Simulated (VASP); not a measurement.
Write the native input for VASP 6.6.1 that does the following.

| Quantity | Value |
| --- | --- |
| Task | single point |
| Functional | PBE |
| Potentials or basis | VASP PAW PBE potentials, release 64 (Pr_3, B), 4f in core |
| Cutoff | 500 eV |
| k mesh | 4 × 4 × 2 |
| Occupations | gaussian, width 0.2 eV |
| Spin | no spin polarisation |
| Dipole correction | no |
| Mended | yes |
| Further INCAR settings | ALGO = Normal; EDIFF = 1e-06; NBANDS = 34 |

The structure of Pr2B lies in POSCAR:

```
Pr2B
1.0
    4.5198416642      0.0000000000      0.0000000000
    0.0000000000      4.5198416642      0.0000000000
    0.0000000000      0.0000000000      7.1476615794
Pr B
4 2
Direct
    0.0000000000      0.0000000000      0.0000000000
    0.5000000000      0.5000000000      0.0000000000
    0.0000000000      0.5000000000      0.3886471815
    0.5000000000      0.0000000000      0.6113528185
    0.0000000000      0.5000000000      0.7532691498
    0.5000000000      0.0000000000      0.2467308502
```

The cell was built from a structure type or drawn by symmetry, and may not be a known phase.

One way to write it, as run:

INCAR

```
SYSTEM = Pr2B
PREC     = Accurate       ! precision mode
ENCUT    = 500            ! plane-wave cutoff, eV
EDIFF    = 1E-6           ! SCF threshold, eV
ISMEAR   = 0              ! smearing method
SIGMA    = 0.2            ! smearing width, eV
LREAL    = .FALSE.        ! projectors in reciprocal space
LASPH    = .TRUE.         ! aspherical terms in the spheres
NELM     = 200            ! most SCF steps
ALGO     = Normal         ! electronic algorithm
ISIF     = 2              ! what is computed and relaxed
LWAVE    = .FALSE.        ! write WAVECAR
LCHARG   = .FALSE.        ! write CHGCAR
GGA      = PE             ! functional
NBANDS   = 34             ! bands
GGA_COMPAT= .FALSE.      
LMAXMIX  = 6              ! l up to which the mixer works
```

KPOINTS

```
Automatic mesh
0
G
  4 4 2
  0 0 0
```

Potentials or basis: VASP PAW PBE potentials, release 64 (Pr_3, B), 4f in core.

Run with:

```sh
$ cat potpaw_PBE.64/Pr_3/POTCAR potpaw_PBE.64/B/POTCAR > POTCAR
$ mpirun -np 1 vasp_std > vasp.out
```

Results of the run:

```json
{
 "Pressure": "0.0 GPa",
 "Largest force": "0.026 eV/Å",
 "Band gap on the k mesh": "zero (bands 25 and 26 overlap by 0.89 eV)"
}
```

Caveat: the k points lie up to 0.44 Å⁻¹ apart, too coarse for converged energies and pressures of a metal; spin-orbit coupling is left out, which moves the levels of the heavy elements; the 4f electrons are frozen in the core, so they carry no moment and show no levels.

Run time: 38 s on 1 thread of Intel(R) Xeon(R) 6975P-C (Granite Rapids), with other jobs on the host, peak memory 0.26 GiB.
